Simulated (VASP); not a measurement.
# S (Pm-3m) in VASP: notebook

S is run at these levels: PBEsol; tasks: single point.

Everything below comes from runs of VASP 6.6.1. Logs are shortened: lines on timing, memory, paths and dates and some standing lists are left out, and cuts for length are marked.

### Step 1. The cell of the first run

Symmetry: Pm-3m, No. 221, cubic system. Conventional cell: a = 2.357 Å, b = 2.357 Å, c = 2.357 Å, α = 90.00°, β = 90.00°, γ = 90.00°. Within 3.1 Å of S (site symmetry m-3m) lie 6 S at 2.36 Å.

This isn't the form of S at room conditions, which is orthorhombic, of S8 rings.

### Step 2. Single point, PBEsol (13.10 Å³/atom)

Contents of INCAR:

```
SYSTEM = S
PREC = Accurate ; ENCUT = 520
EDIFF = 1E-6 ; ISMEAR = -1
SIGMA = 0.05 ; LREAL = .False.
LASPH = .True. ; NELM = 100
ALGO = Normal ; ISIF = 2
LWAVE = .False. ; LCHARG = .False.
GGA = PS ; NBANDS = 9
```

Contents of KPOINTS:

```
Automatic mesh
0
Gamma
  16 16 16
  0 0 0
```

Contents of POSCAR:

```
S
1.0
    2.3572612553      0.0000000000      0.0000000000
    0.0000000000      2.3572612553      0.0000000000
    0.0000000000      0.0000000000      2.3572612553
S
1
Direct
    0.0000000000      0.0000000000      0.0000000000
```

Potentials or basis: VASP PAW PBE potentials, release 64 (S).

Command:

```console
$ cat potpaw_PBE.64/S/POTCAR > POTCAR
$ mpirun -np 1 vasp_std > vasp.out
```

OUTCAR:

```text
SYSTEM = S
   PREC = Accurate
   ENCUT = 520
   EDIFF = 1E-6
   ISMEAR = -1
   LREAL = .False.
   LASPH = .True.
   NELM = 100
   ISIF = 2
   GGA = PS

 ion  position               nearest neighbor table
   1  0.000  0.000  0.000-

  LATTYP: Found a simple cubic cell.
 ALAT       =     2.3572612553

  Lattice vectors:

 A1 = (   2.3572612553,   0.0000000000,   0.0000000000)
 A2 = (   0.0000000000,   2.3572612553,   0.0000000000)
 A3 = (   0.0000000000,   0.0000000000,   2.3572612553)

Analysis of symmetry for initial positions (statically):
=====================================================================
 Subroutine PRICEL returns:
 Original cell was already a primitive cell.

 Routine SETGRP: Setting up the symmetry group for a
 simple cubic supercell.

 Subroutine GETGRP returns: Found 48 space group operations
 (whereof 48 operations were pure point group operations)
 out of a pool of 48 trial point group operations.

The static configuration has the point symmetry O_h .

Analysis of symmetry for dynamics (positions and initial velocities):
=====================================================================
 Subroutine PRICEL returns:
 Original cell was already a primitive cell.

 Routine SETGRP: Setting up the symmetry group for a
 simple cubic supercell.

 Subroutine GETGRP returns: Found 48 space group operations
 (whereof 48 operations were pure point group operations)
 out of a pool of 48 trial point group operations.

The dynamic configuration has the point symmetry O_h .

 Subroutine INISYM returns: Found 48 space group operations
 (whereof 48 operations are pure point group operations),
 and found     1 'primitive' translations

----------------------------------------------------------------------------------------

                                     Primitive cell

  volume of cell :      13.0985

  direct lattice vectors                    reciprocal lattice vectors
     2.357261255  0.000000000  0.000000000     0.424221116  0.000000000  0.000000000
     0.000000000  2.357261255  0.000000000     0.000000000  0.424221116  0.000000000
     0.000000000  0.000000000  2.357261255     0.000000000  0.000000000  0.424221116

  length of vectors
[... 72 lines left out ...]
   ISTART =      0    job   : 0-new  1-cont  2-samecut
   ICHARG =      2    charge: 1-file 2-atom 10-const
   ISPIN  =      1    spin polarized calculation?
   LNONCOLLINEAR =      F non collinear calculations
   LSORBIT =      F    spin-orbit coupling
   LASPH  =      T    aspherical Exc in radial PAW
   ENCUT  =  520.0 eV  38.22 Ry    6.18 a.u.   4.38  4.38  4.38*2*pi/ulx,y,z
   NELM   =    100;   NELMIN=  2; NELMDL= -5     # of ELM steps
   EDIFF  = 0.1E-05   stopping-criterion for ELM
   LREAL  =      F    real-space projection
[... 7 lines left out ...]
   TEBEG  =    0.0;   TEEND  =   0.0 temperature during run
   PSTRESS=    0.0 pullay stress
   NELECT =       6.0000    total number of electrons
   NUPDOWN=      -1.0000    fix difference up-down
   EMIN   =  10.00;   EMAX   =-10.00  energy-range for DOS
   EFERMI =   0.00;   METHOD = LEGACY
   ISMEAR =    -1;   SIGMA  =   0.05  broadening in eV -4-tet -1-fermi 0-gaus
   EFERMI_NEDOS =   21; number of points for ismear=-14 and -15
   IALGO  =     38    algorithm
   IMIX   =      4    mixing-type and parameters
     AMIX     =   0.40;   BMIX     =  1.00
     AMIX_MAG =   1.60;   BMIX_MAG =  1.00
  volume/ion in A,a.u.               =      13.10        88.39
  Fermi-wavevector in a.u.,A,eV,Ry     =   1.261975  2.384788 21.668390  1.592582
  Thomas-Fermi vector in A             =   2.395407
   LORBIT       =      0    0 simple, 1 ext, 2 COOP (PROOUT), +10 PAW based schemes
   GGA     = PS    functional components
   LHFCALC =     F    Hartree Fock is set to
   AEXX    =    0.0000 exact exchange contribution
   IVDW    =     0    specifies the selected vdW correction
   LEPSILON=     F    determine dielectric tensor
   LRPA    =     F    only Hartree local field effects (RPA)
 non-spin polarized calculation
  energy-cutoff  :      520.00
  volume of cell :       13.10
 maximum number of plane-waves:       365
 NGX is ok and might be reduce to    18
   NGX =  9   NGY =  9   NGZ =  9

 number of electron       6.0000003 magnetization

 Free energy of the ion-electron system (eV)
  ---------------------------------------------------
  ext. energy  EPLUGINS =         0.00000000
  ---------------------------------------------------
  free energy    TOTEN  =        -3.67580954 eV

  energy without entropy =       -3.67349351  energy(sigma->0) =       -3.67465153

 E-fermi :  11.4224     XC(G=0): -12.0052

 val. band max:       11.4165374255   @ k =   0.4375   0.3750   0.2500
 cond. band min:      11.5721713397   @ k =   0.3125   0.1250   0.1250
 fundamental gap:      0.1556339142
 Fermi energy:        11.4223539041

 k-point     1 :       0.0000    0.0000    0.0000
  band No.  band energies     occupation
      1      -8.8410      2.00000
      2      13.4330      0.00000
      3      13.4330      0.00000
      4      13.4330      0.00000
      5      17.6095      0.00000
      6      17.6095      0.00000
      7      23.7396      0.00000
      8      35.7302      0.00000
      9      35.7302      0.00000
[... 265 lines left out ...]
 k-point    24 :       0.5000    0.1250    0.0000
  band No.  band energies     occupation
      1      -4.3896      2.00000
      2       0.5887      2.00000
      3      12.9994      0.00000
      4      16.0762      0.00000
      5      21.2891      0.00000
      6      22.3517      0.00000
      7      25.8313      0.00000
      8      29.1811      0.00000
      9      29.3824      0.00000

 [... further k-points ...]

------------------------ aborting loop because EDIFF is reached ----------------------------------------

  FORCE on cell =-STRESS in cart. coord.  units (eV):
  Direction    XX          YY          ZZ          XY          YZ          ZX
  --------------------------------------------------------------------------------------
  -------------------------------------------------------------------------------------
  Total        2.7522007      2.7522007      2.7522007     -0.0000000     -0.0000000      0.0000000
  in kB      336.6414073    336.6414073    336.6414073     -0.0000000     -0.0000000      0.0000000
  external PRESSURE =     336.6414073 kB  Pullay stress =       0.0000000 kB

 VOLUME and BASIS-vectors are now :
 -----------------------------------------------------------------------------
  energy-cutoff  :      520.00
  volume of cell :       13.10
      direct lattice vectors                 reciprocal lattice vectors
     2.357261255  0.000000000  0.000000000     0.424221116  0.000000000  0.000000000
     0.000000000  2.357261255  0.000000000     0.000000000  0.424221116  0.000000000
     0.000000000  0.000000000  2.357261255     0.000000000  0.000000000  0.424221116

 POSITION                                       TOTAL-FORCE (eV/Angst)
 -----------------------------------------------------------------------------------
      0.00000      0.00000      0.00000         0.000000      0.000000      0.000000
 -----------------------------------------------------------------------------------
    total drift:                               -0.000000      0.000000     -0.000000

  FREE ENERGIE OF THE ION-ELECTRON SYSTEM (eV)
  ---------------------------------------------------
  free  energy   TOTEN  =        -3.6758095408 eV

  energy  without entropy=       -3.6734935115  energy(sigma->0) =       -3.67465153
```

Run time: 11 s. Hardware: 1 thread of Intel Xeon 8259CL, shared host; peak memory 0.12 GiB.

What came out:

```yaml
Free_energy: -3.6758 eV
Pressure: 33.7 GPa
Band_gap_on_the_k_mesh: zero (bands 3 and 4 overlap by 9.48 eV)
```

Levels at points of the mesh, in eV from the Fermi level:
| k point | band 1 | band 2 | band 3 | band 4 | band 5 | band 6 | band 7 |
| --- | --- | --- | --- | --- | --- | --- | --- |
| (0.00, 0.00, 0.00) | -20.26 | 2.01 | 2.01 | 2.01 | 6.19 | 6.19 | 12.32 |
| (0.50, 0.00, 0.00) | -16.17 | -11.16 | 4.41 | 4.41 | 8.80 | 14.12 | 14.12 |
| (0.50, 0.50, 0.00) | -11.89 | -7.92 | -7.92 | 0.17 | 6.57 | 15.78 | 16.67 |
| (0.50, 0.50, 0.50) | -6.97 | -5.07 | -5.07 | -5.07 | 4.06 | 4.06 | 4.06 |

Caveat: the cell stands under pressure; the PAW data sets were made with another functional, which shifts forces and pressure a little.

### Step 3. Single point, PBEsol (13.10 Å³/atom)

Contents of INCAR:

```
PREC = Accurate
ENCUT = 520
EDIFF = 1E-7
ISMEAR = -1
SIGMA = 0.05
LREAL = False
LASPH = True
NELM = 80
ALGO = Normal
ISIF = 2
LWAVE = False
LCHARG = False
GGA = PS
NBANDS = 9
```

Contents of KPOINTS:

```
Automatic mesh
0
Gamma
  16 16 16
```

POSCAR is that of step 2.

Potentials or basis: VASP PAW PBE potentials, release 64 (S).

Command:

```console
$ cat potpaw_PBE.64/S/POTCAR > POTCAR
$ mpirun -np 1 vasp_std > vasp.out
```

Wall time 23 s (1 thread of Intel Xeon 8259CL, shared host); peak memory 0.13 GiB.

Results (log left out):

```yaml
Free_energy: -3.6758 eV
Pressure: 33.7 GPa
Band_gap_on_the_k_mesh: zero (bands 3 and 4 overlap by 9.48 eV)
```

Levels at points of the mesh, in eV from the Fermi level:
```csv
k point,band 1,band 2,band 3,band 4,band 5,band 6,band 7
"(0.00, 0.00, 0.00)",-20.26,2.01,2.01,2.01,6.19,6.19,12.32
"(0.50, 0.00, 0.00)",-16.17,-11.16,4.41,4.41,8.80,14.12,14.12
"(0.50, 0.50, 0.00)",-11.89,-7.92,-7.92,0.17,6.57,15.78,16.67
"(0.50, 0.50, 0.50)",-6.97,-5.07,-5.07,-5.07,4.06,4.06,4.06
```

Caveat: the cell stands under pressure; the PAW data sets were made with another functional, which shifts forces and pressure a little.

### Step 4. Single point, PBEsol (14.74 Å³/atom)

This run uses another cell than the first one, of 14.74 Å³/atom.

Contents of INCAR:

```
PREC     = Accurate       # precision mode
ENCUT    = 520            # plane-wave cutoff, eV
EDIFF    = 1E-7           # SCF threshold, eV
ISMEAR   = -1             # smearing method
SIGMA    = 0.05           # smearing width, eV
LREAL    = False          # projectors in reciprocal space
LASPH    = True           # aspherical terms in the spheres
NELM     = 60             # most SCF steps
ALGO     = Normal         # electronic algorithm
ISIF     = 2              # what is computed and relaxed
LWAVE    = False          # write WAVECAR
LCHARG   = True           # write CHGCAR
GGA      = PS             # functional
LELF     = True           # ELF
LVHAR    = True         
NBANDS   = 9              # bands
```

Contents of KPOINTS:

```
regular mesh
0
Gamma
  16 16 16
```

Contents of POSCAR:

```
S
1.0
    2.4516505020      0.0000000000      0.0000000000
    0.0000000000      2.4516505020      0.0000000000
    0.0000000000      0.0000000000      2.4516505020
S
1
Direct
    0.0000000000      0.0000000000      0.0000000000
```

Command:

```console
$ cat potpaw_PBE.64/S/POTCAR > POTCAR
$ mpirun -np 1 vasp_std > vasp.out
```

Run time: 18 s. Hardware: 1 thread of Intel Xeon 8259CL, shared host; peak memory 0.13 GiB.

The run converged. Its results:

| Item | Value |
| --- | --- |
| Free energy | -3.9048 eV |
| Pressure | 12.7 GPa |
| Band gap on the k mesh | zero (bands 3 and 4 overlap by 8.23 eV) |

Levels at points of the mesh, in eV from the Fermi level:
```
           k point  band 1  band 2  band 3  band 4  band 5  band 6
(0.00, 0.00, 0.00)  -18.69    1.81    1.81    1.81    6.78    6.78
(0.50, 0.00, 0.00)  -15.21   -9.70    3.79    3.79    9.15   14.04
(0.50, 0.50, 0.00)  -11.63   -6.90   -6.90    1.29    5.56   14.94
(0.50, 0.50, 0.50)   -7.69   -4.44   -4.44   -4.44    4.85    4.85
```

Caveat: the cell stands under pressure; the PAW data sets were made with another functional, which shifts forces and pressure a little.

### Step 5. Single point, PBEsol (14.74 Å³/atom)

This run uses another cell than the first one, of 14.74 Å³/atom.

Contents of INCAR:

```
SYSTEM = S
ALGO = Normal ; EDIFF = 1E-6
ENCUT = 520 ; GGA = PS
ISIF = 2 ; ISMEAR = -1
LASPH = .True. ; LCHARG = .False.
LREAL = .False. ; LWAVE = .False.
NBANDS = 9 ; NELM = 100
PREC = Accurate ; SIGMA = 0.05
```

Contents of KPOINTS:

```
k-points
0
Gamma
  16 16 16
  0 0 0
```

POSCAR is that of step 4.

Potentials or basis: VASP PAW PBE potentials, release 64 (S).

Command:

```console
$ cat potpaw_PBE.64/S/POTCAR > POTCAR
$ mpirun -np 1 vasp_std > vasp.out
```

OUTCAR:

```text
SYSTEM = S
   EDIFF = 1E-6
   ENCUT = 520
   GGA = PS
   ISIF = 2
   ISMEAR = -1
   LASPH = .True.
   LREAL = .False.
   NELM = 100
   PREC = Accurate

 ion  position               nearest neighbor table
   1  0.000  0.000  0.000-

  LATTYP: Found a simple cubic cell.
 ALAT       =     2.4516505020

  Lattice vectors:

 A1 = (   2.4516505020,   0.0000000000,   0.0000000000)
 A2 = (   0.0000000000,   2.4516505020,   0.0000000000)
[... 464 lines left out ...]
      7      23.6031      0.00000
      8      25.7307      0.00000
      9      26.6504      0.00000

 [... further k-points ...]

------------------------ aborting loop because EDIFF is reached ----------------------------------------

  FORCE on cell =-STRESS in cart. coord.  units (eV):
  Direction    XX          YY          ZZ          XY          YZ          ZX
  --------------------------------------------------------------------------------------
  -------------------------------------------------------------------------------------
  Total        1.1712771      1.1712771      1.1712771     -0.0000000     -0.0000000      0.0000000
  in kB      127.3487073    127.3487073    127.3487073     -0.0000000     -0.0000000      0.0000000
  external PRESSURE =     127.3487073 kB  Pullay stress =       0.0000000 kB

 VOLUME and BASIS-vectors are now :
 -----------------------------------------------------------------------------
  energy-cutoff  :      520.00
  volume of cell :       14.74
      direct lattice vectors                 reciprocal lattice vectors
     2.451650502  0.000000000  0.000000000     0.407888481  0.000000000  0.000000000
     0.000000000  2.451650502  0.000000000     0.000000000  0.407888481  0.000000000
     0.000000000  0.000000000  2.451650502     0.000000000  0.000000000  0.407888481

 POSITION                                       TOTAL-FORCE (eV/Angst)
 -----------------------------------------------------------------------------------
      0.00000      0.00000      0.00000         0.000000      0.000000      0.000000
 -----------------------------------------------------------------------------------
    total drift:                                0.000000      0.000000     -0.000000

  FREE ENERGIE OF THE ION-ELECTRON SYSTEM (eV)
  ---------------------------------------------------
  free  energy   TOTEN  =        -3.9047896739 eV

  energy  without entropy=       -3.9027750539  energy(sigma->0) =       -3.90378236
```

stdout:

```text
POSCAR found type information on POSCAR S
 POSCAR found :  1 types and       1 ions
 scaLAPACK will be used
 -----------------------------------------------------------------------------
|                                                                             |
|                                                                             |
|     You enforced a specific xc type in the INCAR file but a different       |
|     I HOPE YOU KNOW WHAT YOU ARE DOING!                                     |
|                                                                             |
 -----------------------------------------------------------------------------

 LDA part: xc-table for (Slater+PW92), standard interpolation
 POSCAR, INCAR and KPOINTS ok, starting setup
 FFT: planning ... GRIDC
 FFT: planning ... GRID_SOFT
 FFT: planning ... GRID
 WAVECAR not read
 entering main loop
```

Run time: 20 s. Hardware: 1 thread of Intel Xeon 8259CL, shared host; peak memory 0.13 GiB.

Results:

* Free energy: -3.9048 eV
* Pressure: 12.7 GPa
* Band gap on the k mesh: zero (bands 3 and 4 overlap by 8.23 eV)

Caveat: the cell stands under pressure; the PAW data sets were made with another functional, which shifts forces and pressure a little.

### Step 6. Single point, PBEsol

This run uses another cell than the first one, of 16.37 Å³/atom.

Contents of INCAR:

```
PREC = Accurate ; ENCUT = 520
EDIFF = 1E-6 ; ISMEAR = -1
SIGMA = 0.05 ; LREAL = False
LASPH = True ; NELM = 60
ALGO = Normal ; ISIF = 2
LWAVE = False ; LCHARG = False
GGA = PS ; NBANDS = 9
```

Contents of KPOINTS:

```
Automatic mesh
0
Gamma
  16 16 16
```

Contents of POSCAR:

```
S
1.0
    2.5392827110      0.0000000000      0.0000000000
    0.0000000000      2.5392827110      0.0000000000
    0.0000000000      0.0000000000      2.5392827110
S
1
Direct
    0.0000000000      0.0000000000      0.0000000000
```

Potentials or basis: VASP PAW PBE potentials, release 64 (S).

Command:

```console
$ cat potpaw_PBE.64/S/POTCAR > POTCAR
$ mpirun -np 1 vasp_std > vasp.out
```

OUTCAR:

```text
PREC = Accurate
   ENCUT = 520
   EDIFF = 1E-6
   ISMEAR = -1
   LREAL = False
   LASPH = True
   NELM = 60
   ISIF = 2
   GGA = PS

 ion  position               nearest neighbor table
   1  0.000  0.000  0.000-

  LATTYP: Found a simple cubic cell.
 ALAT       =     2.5392827110

  Lattice vectors:

 A1 = (   2.5392827110,   0.0000000000,   0.0000000000)
 A2 = (   0.0000000000,   2.5392827110,   0.0000000000)
[... 465 lines left out ...]
      7      21.7697      0.00000
      8      22.9471      0.00000
      9      24.3825      0.00000

 [... further k-points ...]

------------------------ aborting loop because EDIFF is reached ----------------------------------------

  FORCE on cell =-STRESS in cart. coord.  units (eV):
  Direction    XX          YY          ZZ          XY          YZ          ZX
  --------------------------------------------------------------------------------------
  -------------------------------------------------------------------------------------
  Total        0.0112032      0.0112032      0.0112032     -0.0000000      0.0000000     -0.0000000
  in kB        1.0962705      1.0962705      1.0962705     -0.0000000      0.0000000     -0.0000000
  external PRESSURE =       1.0962705 kB  Pullay stress =       0.0000000 kB

 VOLUME and BASIS-vectors are now :
 -----------------------------------------------------------------------------
  energy-cutoff  :      520.00
  volume of cell :       16.37
      direct lattice vectors                 reciprocal lattice vectors
     2.539282711  0.000000000  0.000000000     0.393811999  0.000000000  0.000000000
     0.000000000  2.539282711  0.000000000     0.000000000  0.393811999  0.000000000
     0.000000000  0.000000000  2.539282711     0.000000000  0.000000000  0.393811999

 POSITION                                       TOTAL-FORCE (eV/Angst)
 -----------------------------------------------------------------------------------
      0.00000      0.00000      0.00000         0.000000      0.000000      0.000000
 -----------------------------------------------------------------------------------
    total drift:                               -0.000000     -0.000000      0.000000

  FREE ENERGIE OF THE ION-ELECTRON SYSTEM (eV)
  ---------------------------------------------------
  free  energy   TOTEN  =        -3.9655236942 eV

  energy  without entropy=       -3.9633417228  energy(sigma->0) =       -3.96443271
```

It took 24 s on 1 thread of Intel Xeon 8259CL, shared host; peak memory 0.13 GiB.

What came out:

```yaml
Free_energy: -3.9655 eV
Pressure: 0.1 GPa
Band_gap_on_the_k_mesh: zero (bands 3 and 4 overlap by 7.23 eV)
```

Caveat: the PAW data sets were made with another functional, which shifts forces and pressure a little.

### Step 7. The runs side by side

```csv
cell,gap on the mesh (eV),pressure (GPa)
"a = 2.357 Å, 1 atom",none,33.7
"a = 2.452 Å, 1 atom",none,12.7
"a = 2.539 Å, 1 atom",none,0.1
```

Alike in all rows: task single point; level PBEsol; potentials or basis VASP PAW PBE potentials, release 64 (S); no spin polarisation; k mesh 16 × 16 × 16; cutoff (eV) 520; smearing fermi-dirac 0.05 eV.

Caveats: the PAW data sets were made with another functional, which shifts forces and pressure a little; the cell stands under pressure (at least some runs).

Absolute energies hang on the potentials; compare differences alone.
